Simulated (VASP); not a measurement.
Write the native input for VASP 6.6.1 that does the following.

```
Task                   : single point
Functional             : PBE
Potentials or basis    : VASP PAW PBE potentials, release 64 (Pt, S)
Cutoff                 : 520 eV
k mesh                 : 9 × 9 × 4
Occupations            : gaussian, width 0.02 eV
Spin                   : no spin polarisation
Dipole correction      : no
Further INCAR settings : ALGO = Normal; EDIFF = 1e-06; NBANDS = 18
```

The structure of PtS2 lies in POSCAR:

```
PtS2
1.0
    3.5770644762      0.0000000029      0.0000000000
   -1.7885322406      3.0978287059      0.0000000000
    0.0000000000      0.0000000000      6.4584011546
Pt S
1 2
Direct
    0.0000000000      0.0000000000      0.0000000000
    0.6666666667      0.3333333333      0.8099022393
    0.3333333333      0.6666666667      0.1900977607
```

These files were run (other wordings do the same):

INCAR

```
SYSTEM = PtS2
  ALGO = Normal
  EDIFF = 1E-6
  ENCUT = 520
  GGA = PE
  ISIF = 2
  ISMEAR = 0
  LASPH = .True.
  LCHARG = .False.
  LREAL = .False.
  LWAVE = .False.
  NBANDS = 18
  NELM = 60
  PREC = Accurate
  SIGMA = 0.02
```

KPOINTS

```
k-points
0
Gamma
  9 9 4
  0 0 0
```

Potentials or basis: VASP PAW PBE potentials, release 64 (Pt, S).

Run with:

```bash
$ cat potpaw_PBE.64/Pt/POTCAR potpaw_PBE.64/S/POTCAR > POTCAR
$ mpirun -np 1 vasp_std > vasp.out
```

It gave:

```yaml
Pressure: -0.4 GPa
Largest_force: 0.042 eV/Å
Band_gap_on_the_k_mesh: 1.56 eV, direct
```

Caveat: spin-orbit coupling is left out, which moves the levels of the heavy elements; this functional lacks dispersion, which binds the layers, so the pressure and a relaxed spacing across them are unreliable.

Wall time 92 s on 1 thread of AMD EPYC 7R13, with other jobs on the host, peak memory 0.18 GiB.
